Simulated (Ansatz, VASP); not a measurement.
One calculation of GaP, two programs

Contents of INCAR:

```
SYSTEM = GaP
  ALGO = Normal
  EDIFF = 1E-7
  ENCUT = 520
  GGA = PE
  ISIF = 2
  ISMEAR = 0
  LASPH = .True.
  LCHARG = .True.
  LELF = .True.
  LREAL = .False.
  LVHAR = .True.
  LWAVE = .False.
  NBANDS = 16
  NELM = 100
  PREC = Accurate
  SIGMA = 0.05
```

The input KPOINTS:

```
k-points
0
Gamma
  10 10 10
  0 0 0
```

POSCAR

```
GaP
1.0
    0.0000000000      2.8776437426      2.6558779350
    2.6558779350      0.0000000000      2.6558779350
    2.6558779350      2.8776437426      0.0000000000
Ga P
1 1
Direct
    0.0000000000      0.0000000000      0.0000000000
    0.7500000000      0.7500000000      0.7500000000
```

Input for Ansatz:

```yaml
crystal:
  lattice:
    - [0.0, 2.8776437426, 2.655877935]
    - [2.655877935, 0.0, 2.655877935]
    - [2.655877935, 2.8776437426, 0.0]
  atoms:
    - { symbol: Ga, position: [0.0, 0.0, 0.0] }
    - { symbol: P, position: [0.75, 0.75, 0.75] }
basis:
  ecutwfc: 420
kpoints:
  mp_grid: { grid: [10, 10, 10] }
hamiltonian:
  xc: pbe
scf:
  occupations: { method: gaussian, width: 0.05 }
output:
  forces: true
  stress: true
  eigenvalues: true
```

Alike in both runs: task single point; functional PBE; k mesh 10 × 10 × 10; occupations gaussian, width 0.05 eV; no spin polarisation.

```csv
,VASP,Ansatz
version,VASP 6.6.1,Ansatz 0.2.0
potentials or method,"VASP PAW PBE potentials, release 64 (Ga_d, P), cutoff 520 eV","scalar-relativistic, plane waves, PAW"
valence electrons in the cell,18,18
```

VASP gave:

```
gap on the k mesh at the Fermi level (eV)                     : 1.22
least direct gap on the mesh (eV)                             : 1.57
pressure (GPa)                                                : 2.1
traceless stress, the component that is largest in VASP (GPa) : -4.50
```

Problem. What did Ansatz give for the same quantities?

Solution. gap on the k mesh at the Fermi level (eV): 1.22; least direct gap on the mesh (eV): 1.58; pressure (GPa): 2.1; traceless stress, the component that is largest in VASP (GPa): -4.49.
